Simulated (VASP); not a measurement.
Te:

```
Te
1.0
     2.29043    1.32238    1.67960
    -2.29043    1.32238    1.67960
     0.00000   -2.64476    1.67960
Te
1
Direct
  0.50000 0.50000 0.50000
```

This cell differs from its parent crystal: volume scaled by 0.98.

Base run:

- Program: VASP 6.6.1
- Functional: LDA
- Potentials or basis: VASP PAW LDA potentials, release 64 (Te)
- Cutoff: 520 eV
- k mesh: 9 × 9 × 9
- Occupations: fermi-dirac, width 0.05 eV
- Spin: no spin polarisation

Its results: band gap on the k mesh zero (band 3 reaches 9.68 eV, above the bottom of band 4 at 4.69 eV); pressure 0.2 GPa.

Q: The run is repeated on the same cell with these changes: functional from LDA to PBEsol; potentials or basis from VASP PAW LDA potentials, release 64 (Te) to VASP PAW PBE potentials, release 64 (Te). What comes out?

A: Band gap on the k mesh zero (band 3 reaches 9.71 eV, above the bottom of band 4 at 4.68 eV); pressure 1.2 GPa.

Caveats: spin-orbit coupling is left out, which moves the levels of the heavy elements; the PAW data sets were made with another functional, which shifts forces and pressure a little (some runs).
